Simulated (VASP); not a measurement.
# Ru (P6/mmm) in VASP: single point with PBE

Aim: the single point of Ru with PBE.

Program: VASP 6.6.1. These are calculated values, not measurements. Logs are shortened: lines on timing, memory, paths and dates and some standing lists are left out, and cuts for length are marked.

### 1 The cell of the first run

The structure is hexagonal, space group P6/mmm (No. 191). Conventional cell: a = 2.464 Å, b = 2.464 Å, c = 2.287 Å, α = 90.00°, β = 90.00°, γ = 120.00°. Within 3.0 Å of Ru (site symmetry 6/mmm) lie 8 Ru at 2.29 to 2.46 Å.

### 2 Single point, PBE

File INCAR:

```
SYSTEM = Ru
PREC = Accurate
ENCUT = 520
EDIFF = 1E-6
ISMEAR = -1
SIGMA = 0.08
LREAL = .False.
LASPH = .True.
NELM = 60
ALGO = Normal
ISIF = 2
LWAVE = .False.
LCHARG = .False.
GGA = PE
NBANDS = 13
```

File KPOINTS:

```
regular mesh
0
Gamma
  18 18 17
  0 0 0
```

File POSCAR:

```
Ru
1.0
    2.4635783572      0.0000000000      0.0000000000
   -1.2317891786      2.1335214415      0.0000000000
    0.0000000000      0.0000000000      2.2874823360
Ru
1
Direct
    0.0000000000      0.0000000000      0.0000000000
```

Potentials or basis: VASP PAW PBE potentials, release 64 (Ru_pv).

Run with:

```bash
$ cat potpaw_PBE.64/Ru_pv/POTCAR > POTCAR
$ mpirun -np 1 vasp_std > vasp.out
```

OUTCAR:

```text
SYSTEM = Ru
   PREC = Accurate
   ENCUT = 520
   EDIFF = 1E-6
   ISMEAR = -1
   LREAL = .False.
   LASPH = .True.
   NELM = 60
   ISIF = 2
   GGA = PE

 ion  position               nearest neighbor table
   1  0.000  0.000  0.000-

  LATTYP: Found a hexagonal cell.
 ALAT       =     2.4635783572
 C/A-ratio  =     0.9285202272

  Lattice vectors:

 A1 = (   2.4635783572,   0.0000000000,   0.0000000000)
 A2 = (  -1.2317891786,   2.1335214415,   0.0000000000)
 A3 = (   0.0000000000,   0.0000000000,   2.2874823360)

Analysis of symmetry for initial positions (statically):
=====================================================================
 Subroutine PRICEL returns:
 Original cell was already a primitive cell.

 Routine SETGRP: Setting up the symmetry group for a
 hexagonal supercell.

 Subroutine GETGRP returns: Found 24 space group operations
 (whereof 24 operations were pure point group operations)
 out of a pool of 24 trial point group operations.

The static configuration has the point symmetry D_6h.

Analysis of symmetry for dynamics (positions and initial velocities):
=====================================================================
 Subroutine PRICEL returns:
 Original cell was already a primitive cell.

 Routine SETGRP: Setting up the symmetry group for a
 hexagonal supercell.

 Subroutine GETGRP returns: Found 24 space group operations
 (whereof 24 operations were pure point group operations)
 out of a pool of 24 trial point group operations.

The dynamic configuration has the point symmetry D_6h.

 Subroutine INISYM returns: Found 24 space group operations
 (whereof 24 operations are pure point group operations),
 and found     1 'primitive' translations

----------------------------------------------------------------------------------------

                                     Primitive cell

  volume of cell :      12.0232

  direct lattice vectors                    reciprocal lattice vectors
     2.463578357  0.000000000  0.000000000     0.405913616  0.234354336  0.000000000
    -1.231789179  2.133521442  0.000000000     0.000000000  0.468708671  0.000000000
     0.000000000  0.000000000  2.287482336     0.000000000  0.000000000  0.437161846

  length of vectors
     2.463578357  2.463578357  2.287482336     0.468708671  0.468708671  0.437161846

  position of ions in fractional coordinates (direct lattice)
     0.000000000  0.000000000  0.000000000

  ion indices of the primitive-cell ions
   primitive index   ion index
                 1           1

----------------------------------------------------------------------------------------

 KPOINTS: regular mesh

Automatic generation of k-mesh.
 Grid dimensions read from file:
 generate k-points for:   18   18   17

 Generating k-lattice:

  Cartesian coordinates                     Fractional coordinates (reciprocal lattice)
     0.022550756  0.013019685  0.000000000     0.055555556  0.000000000  0.000000000
     0.000000000  0.026039371  0.000000000     0.000000000  0.055555556  0.000000000
     0.000000000  0.000000000  0.025715403     0.000000000  0.000000000  0.058823529

  Length of vectors
     0.026039371  0.026039371  0.025715403

  Shift w.r.t. Gamma in fractional coordinates (k-lattice)
     0.000000000  0.000000000  0.000000000

 Subroutine IBZKPT returns following result:
 ===========================================

 Found    333 irreducible k-points:

 Following reciprocal coordinates:
            Coordinates               Weight
  0.000000  0.000000  0.000000      1.000000
  0.055556 -0.000000  0.000000      6.000000
  0.111111 -0.000000  0.000000      6.000000
  0.166667  0.000000  0.000000      6.000000
  0.222222  0.000000  0.000000      6.000000
  0.277778  0.000000  0.000000      6.000000
[... 16 lines left out ...]
  0.333333  0.111111  0.000000     12.000000
  0.388889  0.111111  0.000000     12.000000
 [... further k-points ...]
   k-points           NKPTS =    333   k-points in BZ     NKDIM =    333   number of bands    NBANDS=     13
   number of dos      NEDOS =    301   number of ions     NIONS =      1
   total plane-waves  NPLWV =   5832
   dimension x,y,z NGX =    18 NGY =   18 NGZ =   18
   dimension x,y,z NGXF=    36 NGYF=   36 NGZF=   36
   ions per type =               1
   NGX,Y,Z   is equivalent  to a cutoff of  12.15, 12.15, 13.08 a.u.
   NGXF,Y,Z  is equivalent  to a cutoff of  24.29, 24.29, 26.16 a.u.
 SYSTEM =  Ru
   PREC   = accura    normal or accurate (medium, high low for compatibility)
   ISTART =      0    job   : 0-new  1-cont  2-samecut
   ICHARG =      2    charge: 1-file 2-atom 10-const
   ISPIN  =      1    spin polarized calculation?
   LNONCOLLINEAR =      F non collinear calculations
   LSORBIT =      F    spin-orbit coupling
   LASPH  =      T    aspherical Exc in radial PAW
   ENCUT  =  520.0 eV  38.22 Ry    6.18 a.u.   4.58  4.58  4.25*2*pi/ulx,y,z
   NELM   =     60;   NELMIN=  2; NELMDL= -5     # of ELM steps
   EDIFF  = 0.1E-05   stopping-criterion for ELM
   LREAL  =      F    real-space projection
[... 7 lines left out ...]
   TEBEG  =    0.0;   TEEND  =   0.0 temperature during run
   PSTRESS=    0.0 pullay stress
   NELECT =      14.0000    total number of electrons
   NUPDOWN=      -1.0000    fix difference up-down
   EMIN   =  10.00;   EMAX   =-10.00  energy-range for DOS
   EFERMI =   0.00;   METHOD = LEGACY
   ISMEAR =    -1;   SIGMA  =   0.08  broadening in eV -4-tet -1-fermi 0-gaus
   EFERMI_NEDOS =   21; number of points for ismear=-14 and -15
   IALGO  =     38    algorithm
   IMIX   =      4    mixing-type and parameters
     AMIX     =   0.40;   BMIX     =  1.00
     AMIX_MAG =   1.60;   BMIX_MAG =  1.00
  volume/ion in A,a.u.               =      12.02        81.14
  Fermi-wavevector in a.u.,A,eV,Ry     =   1.722307  3.254688 40.359506  2.966340
  Thomas-Fermi vector in A             =   2.798396
   LORBIT       =      0    0 simple, 1 ext, 2 COOP (PROOUT), +10 PAW based schemes
   GGA     = PE    functional components
   LHFCALC =     F    Hartree Fock is set to
   AEXX    =    0.0000 exact exchange contribution
   IVDW    =     0    specifies the selected vdW correction
   LEPSILON=     F    determine dielectric tensor
   LRPA    =     F    only Hartree local field effects (RPA)
 non-spin polarized calculation
  energy-cutoff  :      520.00
  volume of cell :       12.02
 maximum number of plane-waves:       336
   NGX =  9   NGY =  9   NGZ =  9

 number of electron      14.0000002 magnetization

 Free energy of the ion-electron system (eV)
  ---------------------------------------------------
  ext. energy  EPLUGINS =         0.00000000
  ---------------------------------------------------
  free energy    TOTEN  =        -7.68141615 eV

  energy without entropy =       -7.66011771  energy(sigma->0) =       -7.67076693

 E-fermi :  15.3516     XC(G=0): -14.7751

 val. band max:       15.3468997761   @ k =   0.3333   0.1667   0.2353
 cond. band min:      15.3557300193   @ k =   0.3333   0.1667   0.4118
 fundamental gap:      0.0088302432
 Fermi energy:        15.3516360857

 k-point     1 :       0.0000    0.0000    0.0000
  band No.  band energies     occupation
      1     -27.0967      2.00000
      2     -27.0967      2.00000
      3     -26.9611      2.00000
      4       6.6465      2.00000
      5       8.0313      2.00000
      6      12.1190      2.00000
      7      12.1190      2.00000
      8      17.9817      0.00000
      9      17.9817      0.00000
     10      26.0897      0.00000
     11      30.2246      0.00000
     12      34.3096      0.00000
     13      39.9561      0.00000

 k-point     2 :       0.0556   -0.0000    0.0000
  band No.  band energies     occupation
      1     -27.1566      2.00000
      2     -27.1100      2.00000
      3     -26.9549      2.00000
      4       6.8001      2.00000
      5       8.0911      2.00000
      6      11.9866      2.00000
      7      12.2530      2.00000
      8      17.8389      0.00000
      9      17.9573      0.00000
     10      26.0897      0.00000
     11      30.5457      0.00000
     12      34.5933      0.00000
     13      39.0804      0.00000

 k-point     3 :       0.1111   -0.0000    0.0000
  band No.  band energies     occupation
      1     -27.3273      2.00000
      2     -27.1481      2.00000
      3     -26.9371      2.00000
      4       7.2223      2.00000
      5       8.2737      2.00000
      6      11.6534      2.00000
      7      12.6488      2.00000
      8      17.4477      0.00000
      9      17.8877      0.00000
     10      26.0897      0.00000
     11      31.4122      0.00000
     12      35.3972      0.00000
     13      37.3654      0.00000
[... 305 lines left out ...]
 k-point    23 :       0.3333    0.1111    0.0000
  band No.  band energies     occupation
      1     -28.6939      2.00000
      2     -27.6064      2.00000
      3     -26.7700      2.00000
      4       8.5410      2.00000
      5       9.5102      2.00000
      6      13.4744      2.00000
      7      14.8582      1.99582
      8      17.0245      0.00000
      9      18.4635      0.00000
     10      26.0888      0.00000
     11      27.6903      0.00000
     12      30.8220      0.00000
     13      36.5067      0.00000

 k-point    24 :       0.3889    0.1111    0.0000
  band No.  band energies     occupation
      1     -28.8238      2.00000
      2     -27.6532      2.00000
      3     -26.7528      2.00000
      4       8.3226      2.00000
      5       9.6965      2.00000
      6      14.3587      1.99999
      7      14.6455      1.99971
      8      16.9384      0.00000
      9      19.3738      0.00000
     10      26.0865      0.00000
     11      26.6087      0.00000
     12      30.0493      0.00000
     13      35.9224      0.00000

 [... further k-points ...]

------------------------ aborting loop because EDIFF is reached ----------------------------------------

  FORCE on cell =-STRESS in cart. coord.  units (eV):
  Direction    XX          YY          ZZ          XY          YZ          ZX
  --------------------------------------------------------------------------------------
  -------------------------------------------------------------------------------------
  Total        7.0336252      7.0336252      7.0898440      0.0000000      0.0000000      0.0000000
  in kB      937.2785142    937.2785142    944.7700525      0.0000000      0.0000000      0.0000000
  external PRESSURE =     939.7756936 kB  Pullay stress =       0.0000000 kB

 VOLUME and BASIS-vectors are now :
 -----------------------------------------------------------------------------
  energy-cutoff  :      520.00
  volume of cell :       12.02
      direct lattice vectors                 reciprocal lattice vectors
     2.463578357  0.000000000  0.000000000     0.405913616  0.234354336  0.000000000
    -1.231789179  2.133521442  0.000000000     0.000000000  0.468708671  0.000000000
     0.000000000  0.000000000  2.287482336     0.000000000  0.000000000  0.437161846

 POSITION                                       TOTAL-FORCE (eV/Angst)
 -----------------------------------------------------------------------------------
      0.00000      0.00000      0.00000         0.000000      0.000000      0.000000
 -----------------------------------------------------------------------------------
    total drift:                                0.000000      0.000000      0.000000

  FREE ENERGIE OF THE ION-ELECTRON SYSTEM (eV)
  ---------------------------------------------------
  free  energy   TOTEN  =        -7.6814161510 eV

  energy  without entropy=       -7.6601177069  energy(sigma->0) =       -7.67076693
```

Wall time 28 s (1 thread of Intel Xeon Platinum 8488C (Sapphire Rapids), shared host); peak memory 0.16 GiB.

Results:

| Quantity | Value |
| --- | --- |
| Free energy | -7.6814 eV |
| Pressure | 94.0 GPa |
| Band gap on the k mesh | zero (band 7 reaches 18.68 eV, above the bottom of band 8 at 13.63 eV) |
